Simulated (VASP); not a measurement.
Input of a VASP 6.6.1 run:

Contents of INCAR:

```
SYSTEM = Hf3Si2N
PREC = Accurate ; ENCUT = 600
EDIFF = 1E-6 ; ISMEAR = 0
SIGMA = 0.1 ; LREAL = .False.
LASPH = .True. ; NELM = 100
ALGO = Fast ; ISIF = 3
LWAVE = .False. ; LCHARG = .False.
GGA = PE ; IBRION = 2
NSW = 100 ; EDIFFG = -0.01
```

File KPOINTS:

```
Automatic mesh
0
Gamma
  12 6 6
  0 0 0
```

Contents of POSCAR:

```
Hf3Si2N
1.0
    2.9468373424      0.0000000000      0.0000000000
    0.0000000000      6.3378687554      0.0000000000
    0.0000000000      0.0000000000      7.9090750469
Hf Si N
3 2 1
Direct
    0.0000000000      0.5000000000      0.6857187053
    0.0000000000      0.5000000000      0.3142812947
    0.5000000000      0.5000000000      0.0000000000
    0.0000000000      0.8258960695      0.0000000000
    0.0000000000      0.1741039305      0.0000000000
    0.5000000000      0.0000000000      0.5000000000
```

Potentials or basis: VASP PAW PBE potentials, release 64 (Hf_pv, Si, N).

Launch:

```sh
$ cat potpaw_PBE.64/Hf_pv/POTCAR potpaw_PBE.64/Si/POTCAR potpaw_PBE.64/N/POTCAR > POTCAR
$ mpirun -np 1 vasp_std > vasp.out
```

(1) What does it give for the band gap on the k mesh?

(2) Estimate the space group after relaxing (to 0.1 Å).

Results:

(1) zero (an odd number of electrons rules out a gap without spin polarisation).

(2) Pmmm (No. 47).

Caveat: spin-orbit coupling is left out, which moves the levels of the heavy elements; an odd number of electrons without spin polarisation forces a metal; a magnetic or distorted state may lie lower.
